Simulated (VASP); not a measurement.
A run of VASP 6.6.1:

INCAR

```
PREC     = Accurate       # precision mode
ENCUT    = 520            # plane-wave cutoff, eV
EDIFF    = 1E-6           # SCF threshold, eV
ISMEAR   = 0              # smearing method
SIGMA    = 0.15           # smearing width, eV
LREAL    = False          # projectors in reciprocal space
LASPH    = True           # aspherical terms in the spheres
NELM     = 100            # most SCF steps
ALGO     = Fast           # electronic algorithm
ISIF     = 2              # what is computed and relaxed
LWAVE    = False          # write WAVECAR
LCHARG   = False          # write CHGCAR
GGA      = PS             # functional
NBANDS   = 18             # bands
```

File KPOINTS:

```
regular mesh
0
Gamma
  20 20 14
```

The input POSCAR:

```
TiNi
1.0
    2.6502525420      0.0000000000      0.0000000000
    0.0000000000      2.6502525420      0.0000000000
    0.0000000000      0.0000000000      3.8163585068
Ti Ni
1 1
Direct
    0.5000000000      0.5000000000      0.5000000000
    0.0000000000      0.0000000000      0.0000000000
```

Potentials or basis: VASP PAW PBE potentials, release 64 (Ti_sv, Ni).

Command:

```bash
$ cat potpaw_PBE.64/Ti_sv/POTCAR potpaw_PBE.64/Ni/POTCAR > POTCAR
$ mpirun -np 1 vasp_std > vasp.out
```

Hardware: 1 thread of AMD EPYC 9R45 96-Core Processor (Zen 5), on a shared host.

**Question.** How long does it take, and how much memory?

**Answer.** Wall time 4.6 min on 1 thread of AMD EPYC 9R45 96-Core Processor (Zen 5), on a shared host, peak memory 0.33 GiB. Counts: scf iterations 22, k points 528.
